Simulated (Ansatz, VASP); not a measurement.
## Two plane-wave programs on SnO

The input INCAR:

```
ALGO     = Normal         # electronic algorithm
EDIFF    = 1E-6           # SCF threshold, eV
ENCUT    = 520            # plane-wave cutoff, eV
GGA      = PE             # functional
ISIF     = 2              # what is computed and relaxed
ISMEAR   = -1             # smearing method
LASPH    = T              # aspherical terms in the spheres
LCHARG   = T              # write CHGCAR
LELF     = T              # ELF
LREAL    = F              # projectors in reciprocal space
LVHAR    = T            
LWAVE    = F              # write WAVECAR
NBANDS   = 28             # bands
NELM     = 100            # most SCF steps
PREC     = Accurate       # precision mode
SIGMA    = 0.02           # smearing width, eV
```

The input KPOINTS:

```
k-points
0
Gamma
  6 6 6
```

POSCAR

```
SnO
1.0
    3.7926488554      0.0000000000      0.0000000000
    0.0000000000      3.7926488554      0.0000000000
    0.0000000000      0.0000000000      4.7582139114
Sn O
2 2
Direct
    0.5000000000      0.0000000000      0.2410340793
    0.0000000000      0.5000000000      0.7589659207
    0.0000000000      0.0000000000      0.0000000000
    0.5000000000      0.5000000000      0.0000000000
```

Input for Ansatz:

```yaml
crystal:
  lattice:
    - [3.7926488554, 0.0, 0.0]
    - [0.0, 3.7926488554, 0.0]
    - [0.0, 0.0, 4.7582139114]
  atoms:
    - { symbol: Sn, position: [0.5, 0.0, 0.2410340793] }
    - { symbol: Sn, position: [0.0, 0.5, 0.7589659207] }
    - { symbol: O, position: [0.0, 0.0, 0.0] }
    - { symbol: O, position: [0.5, 0.5, 0.0] }
kpoints:
  mp_grid: { grid: [6, 6, 6] }
  band_path:
    path:
      - [0.0, 0.0, 0.0]
      - [0.0, 0.5, 0.0]
      - [0.5, 0.5, 0.0]
      - [0.0, 0.0, 0.5]
      - [0.0, 0.5, 0.5]
      - [0.5, 0.5, 0.5]
      - [0.05, 0.05, 0.0]
    npoints: 1
hamiltonian:
  xc: pbe
scf:
  occupations: { method: fermi_dirac, width: 0.02 }
  n_extra_bands: 5
output:
  forces: true
  stress: true
  eigenvalues: true
```

Alike in both runs: task single point; functional PBE; k mesh 6 × 6 × 6; occupations fermi-dirac, width 0.02 eV; no spin polarisation.

|  | VASP | Ansatz |
| --- | --- | --- |
| version | VASP 6.6.1 | Ansatz 0.2.0 |
| potentials or method | VASP PAW PBE potentials, release 64 (Sn_d, O) | plane waves, PAW |
| plane-wave cutoff (eV) | 520 | 420 |
| valence electrons in the cell | 40 | 40 |

VASP gave:

```
pressure (GPa)                                                : 5.6
traceless stress, the component that is largest in VASP (GPa) : -0.60
rms of the force components (eV/Å)                            : 0.238
```

Q: Estimate Ansatz's values.

A: Pressure (GPa): 5.4; traceless stress, the component that is largest in VASP (GPa): -0.61; rms of the force components (eV/Å): 0.202.

Atom by atom the forces differ by 0.036 eV/Å (rms over components). With one functional, cell and mesh, what is left measures potentials, basis and numerics.
